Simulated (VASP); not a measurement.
# Sn4CO5 in VASP: single point with PBE+D3(BJ)

Aim: the single point of Sn4CO5 with PBE+D3(BJ).

Program: VASP 6.6.1. These are calculated values, not measurements. Logs are shortened: lines on timing, memory, paths and dates and some standing lists are left out, and cuts for length are marked.

## Step 1: The cell of the first run

The cell holds a slab with vacuum, 10 atoms: a = 3.836 Å, b = 6.114 Å, c = 23.572 Å, α = 90.00°, β = 90.00°, γ = 90.00°.

## Step 2: Single point, PBE+D3(BJ)

INCAR

```
SYSTEM = Sn4CO5
PREC = Accurate ; ENCUT = 520
EDIFF = 1E-6 ; ISMEAR = 0
SIGMA = 0.1 ; LREAL = .False.
LASPH = .True. ; NELM = 100
ALGO = Normal ; ISIF = 2
LWAVE = .False. ; LCHARG = .False.
LDIPOL = .True. ; IDIPOL = 3
DIPOL = 0.5 0.5 0.314 ; GGA = PE
IVDW = 12 ; NBANDS = 56
```

KPOINTS

```
Automatic mesh
0
Gamma
  7 5 1
  0 0 0
```

POSCAR

```
Sn4CO5
1.0
    3.8363721002      0.0000000000      0.0000000000
    0.0000000000      6.1139356385      0.0000000000
    0.0000000000      0.0000000000     23.5716647163
O Sn C
5 4 1
Direct
    0.0000000000      0.3937311023      0.1696952696
    0.5000000000      0.5905966535      0.2330578883
    0.0000000000      0.7891442537      0.2961091552
    0.5000000000      0.9914786425      0.3572791662
    0.7500000000      1.2414786425      0.4887930002
    0.5000000000      0.2462583299      0.2005207369
    0.0000000000      0.7380694259      0.2022324210
    0.5000000000      0.6484830666      0.3298598441
    0.0000000000      0.1189669685      0.3265941606
    0.7500000000      1.2414786425      0.5375803902
```

Potentials or basis: VASP PAW PBE potentials, release 64 (O, Sn_d, C).

Started as:

```bash
cat potpaw_PBE.64/O/POTCAR potpaw_PBE.64/Sn_d/POTCAR potpaw_PBE.64/C/POTCAR > POTCAR
mpirun -np 1 vasp_std > vasp.out
```

OUTCAR:

```text
SYSTEM = Sn4CO5
   PREC = Accurate
   ENCUT = 520
   EDIFF = 1E-6
   ISMEAR = 0
   LREAL = .False.
   LASPH = .True.
   NELM = 100
   ISIF = 2
   GGA = PE
   IVDW = 12
 IVDW          = 12

 ion  position               nearest neighbor table
   1  0.000  0.394  0.170-   6 2.24   6 2.24   7 2.24
   2  0.500  0.591  0.233-   7 2.24   7 2.24   6 2.24   8 2.31
   3  0.000  0.789  0.296-   9 2.14   7 2.23   8 2.25   8 2.25
   4  0.500  0.991  0.357-   9 2.19   9 2.19   8 2.19
   5  0.750  0.241  0.489-  10 1.15
   6  0.500  0.246  0.201-   1 2.24   1 2.24   2 2.24   7 3.57   7 3.57   9 3.62   9 3.62   7 3.65
                             7 3.65
   7  0.000  0.738  0.202-   3 2.23   2 2.24   2 2.24   1 2.24   6 3.57   6 3.57   8 3.61   8 3.61
                             6 3.65   6 3.65   9 3.74
   8  0.500  0.648  0.330-   4 2.19   3 2.25   3 2.25   2 2.31   9 3.46   9 3.46   7 3.61   7 3.61

   9  0.000  0.119  0.327-   3 2.14   4 2.19   4 2.19   8 3.46   8 3.46   6 3.62   6 3.62   7 3.74

  10  0.750  0.241  0.538-   5 1.15

  LATTYP: Found a simple orthorhombic cell.
 ALAT       =     3.8363721002
 B/A-ratio  =     1.5936763898
 C/A-ratio  =     6.1442592378

  Lattice vectors:

 A1 = (   3.8363721002,   0.0000000000,   0.0000000000)
 A2 = (   0.0000000000,   6.1139356385,   0.0000000000)
 A3 = (   0.0000000000,   0.0000000000,  23.5716647163)

Analysis of symmetry for initial positions (statically):
=====================================================================
 Subroutine PRICEL returns:
 Original cell was already a primitive cell.

 Routine SETGRP: Setting up the symmetry group for a
 simple orthorhombic supercell.

 Subroutine GETGRP returns: Found  1 space group operations
 (whereof  1 operations were pure point group operations)
 out of a pool of  8 trial point group operations.

The static configuration has the point symmetry C_1 .

Analysis of symmetry for dynamics (positions and initial velocities):
=====================================================================
 Subroutine PRICEL returns:
 Original cell was already a primitive cell.

 Routine SETGRP: Setting up the symmetry group for a
 simple orthorhombic supercell.

 Subroutine GETGRP returns: Found  1 space group operations
 (whereof  1 operations were pure point group operations)
 out of a pool of  8 trial point group operations.

The dynamic configuration has the point symmetry C_1 .

 Subroutine INISYM returns: Found  1 space group operations
 (whereof  1 operations are pure point group operations),
[... 121 lines left out ...]
   EFERMI_NEDOS =   21; number of points for ismear=-14 and -15
   IALGO  =     38    algorithm
   IMIX   =      4    mixing-type and parameters
     AMIX     =   0.40;   BMIX     =  1.00
     AMIX_MAG =   1.60;   BMIX_MAG =  1.00
  volume/ion in A,a.u.               =      55.29       373.10
  Fermi-wavevector in a.u.,A,eV,Ry     =   0.893878  1.689185 10.871305  0.799018
  Thomas-Fermi vector in A             =   2.016012
   LORBIT       =      0    0 simple, 1 ext, 2 COOP (PROOUT), +10 PAW based schemes
   GGA     = PE    functional components
   LHFCALC =     F    Hartree Fock is set to
   AEXX    =    0.0000 exact exchange contribution
   IVDW    =    12    specifies the selected vdW correction
   LEPSILON=     F    determine dielectric tensor
   LRPA    =     F    only Hartree local field effects (RPA)
 non-spin polarized calculation
 Gauss-broadening in eV      SIGMA  =   0.10
  energy-cutoff  :      520.00
  volume of cell :      552.88
 maximum number of plane-waves:     14927
 NGX is ok and might be reduce to    30
   NGX = 15   NGY = 23   NGZ = 87

 dipolmoment           0.000000      0.000000      0.000043 electrons x Angstroem

 number of electron      90.0000017 magnetization

 dipolmoment           0.000000      0.000000     -0.007691 electrons x Angstroem

 Free energy of the ion-electron system (eV)
  ---------------------------------------------------
  ext. energy  EPLUGINS =         0.00000000
  ---------------------------------------------------
  free energy    TOTEN  =       -59.07069792 eV

  energy without entropy =      -59.07069792  energy(sigma->0) =      -59.07069792

 E-fermi :  -0.9371     XC(G=0):  -3.8382

 val. band max:       -1.4084666113   @ k =   0.0000   0.0000   0.0000
 cond. band min:      -0.5003385762   @ k =   0.0000   0.2000   0.0000
 fundamental gap:      0.9081280352
 Fermi energy:        -0.9370547116

 k-point     1 :       0.0000    0.0000    0.0000
  band No.  band energies     occupation
      1     -26.2813      2.00000
      2     -23.0919      2.00000
      3     -22.9642      2.00000
      4     -22.9335      2.00000
      5     -22.8878      2.00000
      6     -22.8258      2.00000
[... 1051 lines left out ...]
     55       3.7104      0.00000
     56       4.2497      0.00000

------------------------ aborting loop because EDIFF is reached ----------------------------------------

 vacuum level on the upper side and lower side of the slab       (xc-potential included)        -0.178        -0.122

 Edisp (eV)   -1.28953

 E8    (eV) :    -0.5689

  FORCE on cell =-STRESS in cart. coord.  units (eV):
  Direction    XX          YY          ZZ          XY          YZ          ZX
  --------------------------------------------------------------------------------------
  -------------------------------------------------------------------------------------
  Total      -4.62374    -1.52815    -0.95356     0.01614     0.03500     0.03457
  in kB     -13.39898    -4.42837    -2.76329     0.04676     0.10142     0.10018
  external pressure =       -6.86 kB  Pullay stress =        0.00 kB

 VOLUME and BASIS-vectors are now :
 -----------------------------------------------------------------------------
  energy-cutoff  :      520.00
  volume of cell :      552.88
      direct lattice vectors                 reciprocal lattice vectors
     3.836372100  0.000000000  0.000000000     0.260662932  0.000000000  0.000000000
     0.000000000  6.113935639  0.000000000     0.000000000  0.163560767  0.000000000
     0.000000000  0.000000000 23.571664716     0.000000000  0.000000000  0.042423817

 POSITION                                       TOTAL-FORCE (eV/Angst)
 -----------------------------------------------------------------------------------
      0.00000      2.40725      4.00000         0.000129     -0.331369      0.307733
      1.91819      3.61087      5.49356        -0.000396     -0.245456      0.380271
      0.00000      4.82478      6.97979        -0.002497     -0.014004      0.000066
      1.91819      6.06184      8.42166        -0.007128     -0.018018      0.026580
      2.87728      1.47638     11.52166         0.018455      0.016088      0.705175
      1.91819      1.50561      4.72661         0.000108      1.260083     -0.109068
      0.00000      4.51251      4.76695        -0.000019     -0.679878     -0.632053
      1.91819      3.96478      7.77535         0.000155     -0.075380      0.050923
      0.00000      0.72736      7.69837        -0.002220      0.095878      0.010332
      2.87728      1.47638     12.67166        -0.006588     -0.007945     -0.739959
 -----------------------------------------------------------------------------------
    total drift:                                0.000000      0.000526     -0.000717

  FREE ENERGIE OF THE ION-ELECTRON SYSTEM (eV)
  ---------------------------------------------------
  free  energy   TOTEN  =       -60.3602304604 eV

  energy  without entropy=      -60.3602304604  energy(sigma->0) =      -60.36023046

 vacuum level on the upper side and lower side of the slab         3.116         3.173
```

OSZICAR:

```text
N       E                     dE             d eps       ncg     rms          rms(c)
DAV:   1     0.940620033827E+03    0.94062E+03   -0.41326E+04  2232   0.154E+03
DAV:   2     0.113837674774E+03   -0.82678E+03   -0.80133E+03  2296   0.387E+02
DAV:   3    -0.566709582681E+02   -0.17051E+03   -0.16788E+03  2456   0.194E+02
[... 18 lines left out ...]
DAV:  22    -0.590706865684E+02   -0.10131E-04   -0.57603E-07  1696   0.431E-03    0.915E-04
DAV:  23    -0.590706935026E+02   -0.69341E-05   -0.45256E-07  1664   0.402E-03    0.431E-04
DAV:  24    -0.590706954068E+02   -0.19042E-05   -0.16434E-07  1656   0.216E-03    0.324E-04
DAV:  25    -0.590706973943E+02   -0.19875E-05   -0.13005E-07  1528   0.143E-03    0.299E-04
DAV:  26    -0.590706979205E+02   -0.52623E-06   -0.26278E-08  1544   0.101E-03
   1 F= -.60360230E+02 E0= -.60360230E+02  d E =-.272585E-10
```

stdout:

```text
POSCAR found type information on POSCAR O SnC
 POSCAR found :  3 types and      10 ions
 scaLAPACK will be used
 LDA part: xc-table for (Slater+PW92), standard interpolation
 POSCAR, INCAR and KPOINTS ok, starting setup
 FFT: planning ... GRIDC
 FFT: planning ... GRID_SOFT
 FFT: planning ... GRID
 WAVECAR not read
 entering main loop
```

It took 36 min on 1 thread of Intel Xeon 8259CL, shared host; peak memory 0.85 GiB.

What came out:

```yaml
Free_energy: -60.3602 eV
Largest_force: 1.265 eV/Å
Band_gap_on_the_k_mesh: 0.91 eV (least direct gap 0.96 eV)
Dispersion_energy_per_atom: -0.129 eV
```

Forces on the atoms (eV/Å):
```
O    0.000 -0.331  0.308
O    0.000 -0.245  0.380
O   -0.002 -0.014  0.000
O   -0.007 -0.018  0.027
O    0.018  0.016  0.705
Sn   0.000  1.260 -0.109
Sn   0.000 -0.680 -0.632
Sn   0.000 -0.075  0.051
Sn  -0.002  0.096  0.010
C   -0.007 -0.008 -0.740
```

Caveat: spin-orbit coupling is left out, which moves the levels of the heavy elements.
